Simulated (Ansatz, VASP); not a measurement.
# One calculation of Al2Cu, two programs

```
Al Cu
1.0
     3.85360    0.00000    0.00000
     0.00000    3.85360    0.00000
     0.00000    0.00000    2.67090
Al Cu
2 1
Direct
  0.50000 0.00000 0.50000
  0.00000 0.50000 0.50000
  0.00000 0.00000 0.00000
```

Alike in both runs: task single point; functional LDA; k mesh 10 × 10 × 14; occupations gaussian, width 0.15 eV; no spin polarisation.

```csv
,VASP,Ansatz
version,VASP 6.6.1,Ansatz 0.2.0
potentials or method,"VASP PAW LDA potentials, release 64 (Al, Cu), cutoff 520 eV","scalar-relativistic, plane waves, PAW"
valence electrons in the cell,17,25
```

```tsv
	VASP	Ansatz	Ansatz less VASP
gap on the k mesh at the Fermi level (eV)	none	none	-
pressure (GPa)	22.7	22.3	-0.40
traceless stress, the component that is largest in VASP (GPa)	1.07	1.03	-0.043
```

Ansatz warns that its potentials were made for another functional, while VASP's fit it. LDA's correlation is that of Perdew and Zunger in VASP and of Perdew and Wang (1992) in Ansatz. A gap of «none» marks a metal or a gap that the smearing closes. VASP's potentials hold 17 valence electrons a cell and Ansatz's 25, so a difference there can come from the potentials and not from the codes.
